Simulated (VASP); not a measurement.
AlN:

```
Al N
1.0
     3.13025    0.00000    0.00000
    -1.56512    2.71087    0.00000
     0.00000    0.00000    5.01799
Al N
2 2
Cartesian
  0.0000 1.8072 -0.0039
  1.5651 0.9036 2.5051
  0.0000 1.8072 1.9107
  1.5651 0.9036 4.4197
```

* Program: VASP 6.6.1
* Task: relaxation of cell and atoms
* Functional: PBEsol
* Potentials or basis: VASP PAW PBE potentials, release 64 (Al, N)
* Cutoff: 600 eV
* k mesh: 12 × 12 × 6
* Occupations: fermi-dirac, width 0.02 eV
* Spin: no spin polarisation

At the start: pressure -3.6 GPa; volume 10.65 Å³/atom.

Problem. Where does the relaxation end?

Solution. Over 8 steps the energy falls by 2.2 meV/atom and the volume is 10.45 Å³/atom (-1.8 %); space group P6_3mc (No. 186, to 0.1 Å) before and after.

The path:
```csv
step,energy change (eV),largest force (eV/Å),pressure (GPa),volume (Å³)
1,0.0000,0.0024,-3.60,42.58
2,-0.0012,0.0166,3.48,41.12
3,-0.0086,0.0094,-0.02,41.82
4,-0.0086,0.0095,0.05,41.80
5,-0.0087,0.0094,0.06,41.80
6,-0.0087,0.0093,0.06,41.80
7,-0.0087,0.0066,-0.05,41.82
8,-0.0087,0.0002,-0.01,41.81
```

Final structure:
```cif
data_structure
_symmetry_space_group_name_H-M 'P 1'
_symmetry_Int_Tables_number 1
_cell_length_a 3.1130
_cell_length_b 3.1130
_cell_length_c 4.9822
_cell_angle_alpha 90.000
_cell_angle_beta 90.000
_cell_angle_gamma 120.000
_cell_volume 41.81
loop_
_atom_site_label
_atom_site_type_symbol
_atom_site_fract_x
_atom_site_fract_y
_atom_site_fract_z
_atom_site_occupancy
Al1 Al 0.33333 0.66667 0.99900 1
Al2 Al 0.66667 0.33333 0.49900 1
N1 N 0.33333 0.66667 0.38100 1
N2 N 0.66667 0.33333 0.88100 1
```

Caveat: the PAW data sets were made with another functional, which shifts forces and pressure a little.
